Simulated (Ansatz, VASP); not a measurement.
## One calculation of K, two programs

File INCAR:

```
SYSTEM = K
ALGO = Fast ; EDIFF = 1E-7
ENCUT = 520 ; GGA = PE
ISIF = 2 ; ISMEAR = 0
LASPH = .True. ; LCHARG = .True.
LELF = .True. ; LREAL = .False.
LVHAR = .True. ; LWAVE = .False.
NBANDS = 16 ; NELM = 80
PREC = Accurate ; SIGMA = 0.1
```

The input KPOINTS:

```
k-points
0
Gamma
  14 14 14
  0 0 0
```

File POSCAR:

```
K
1.0
   -2.2074245333      2.2074245333      7.9226857078
    2.2074245333     -2.2074245333      7.9226857078
    2.2074245333      2.2074245333     -7.9226857078
K
2
Direct
    0.2500000000      0.7500000000      0.5000000000
    0.5000000000      0.5000000000      0.0000000000
```

Input for Ansatz:

```yaml
crystal:
  lattice:
    - [-2.2074245333, 2.2074245333, 7.9226857078]
    - [2.2074245333, -2.2074245333, 7.9226857078]
    - [2.2074245333, 2.2074245333, -7.9226857078]
  atoms:
    - { symbol: K, position: [0.25, 0.75, 0.5] }
    - { symbol: K, position: [0.5, 0.5, 0.0] }
basis:
  ecutwfc: 420
kpoints:
  mp_grid: { grid: [14, 14, 14] }
hamiltonian:
  xc: pbe
scf:
  occupations: { method: gaussian, width: 0.1 }
output:
  forces: true
  stress: true
  eigenvalues: true
```

Alike in both runs: task single point; functional PBE; k mesh 14 × 14 × 14; occupations gaussian, width 0.1 eV; no spin polarisation.

|  | VASP | Ansatz |
| --- | --- | --- |
| version | VASP 6.6.1 | Ansatz 0.2.0 |
| potentials or method | VASP PAW PBE potentials, release 64 (K_sv), cutoff 520 eV | scalar-relativistic, plane waves, PAW |
| valence electrons in the cell | 18 | 18 |

|  | VASP | Ansatz | Ansatz less VASP |
| --- | --- | --- | --- |
| gap on the k mesh at the Fermi level (eV) | none | none | - |
| pressure (GPa) | 0.0 | 0.0 | +0.01 |
| traceless stress, the component that is largest in VASP (GPa) | 0.06 | 0.06 | 0.000 |

A gap of «none» marks a metal or a gap that the smearing closes. The functional is the same, so the differences come from potentials, cutoffs and numerics.
